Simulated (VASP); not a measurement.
Crystal: SrO.

```xyz
4
Lattice="4.2755 0.0000 0.0000 -2.1377 3.7027 0.0000 0.0000 0.0000 5.1556" Properties=species:S:1:pos:R:3 pbc="T T T"
Sr    0.0000    2.4684    4.8366
Sr    2.1377    1.2342    2.2588
O     0.0000    2.4684    2.2523
O     2.1377    1.2342    4.8301
```

```yaml
Program: VASP 6.6.1
Task: relaxation of cell and atoms
Functional: PBEsol
Potentials_or_basis: VASP PAW PBE potentials, release 64 (Sr_sv, O)
Cutoff: 600 eV
k_mesh: 6 × 6 × 6
Occupations: gaussian, width 0.02 eV
Spin: no spin polarisation
```

At the start: pressure -1.6 GPa; volume 20.40 Å³/atom.

Question: How do energy, volume and symmetry change on relaxing?

Answer: Over 7 steps the energy falls by 2.2 meV/atom and the volume is 19.97 Å³/atom (-2.1 %); space group P6_3/mmc (No. 194, to 0.05 Å).

The path:
```tsv
step	energy change (eV)	largest force (eV/Å)	pressure (GPa)	volume (Å³)
1	0.0000	0.0123	-1.55	81.62
2	-0.0076	0.0122	0.56	79.30
3	-0.0086	0.0123	0.00	79.88
4	-0.0086	0.0123	0.03	79.84
5	-0.0087	0.0096	-0.01	79.89
6	-0.0087	0.0079	-0.05	79.92
7	-0.0087	0.0046	-0.01	79.88
```

Final structure:
```xyz
4
Lattice="4.2444 0.0000 0.0000 -2.1222 3.6757 0.0000 0.0000 0.0000 5.1201" Properties=species:S:1:pos:R:3 pbc="T T T"
Sr    0.0000    2.4505    4.8012
Sr    2.1222    1.2252    2.2411
O     0.0000    2.4505    2.2390
O     2.1222    1.2252    4.7990
```

Caveat: the PAW data sets were made with another functional, which shifts forces and pressure a little.
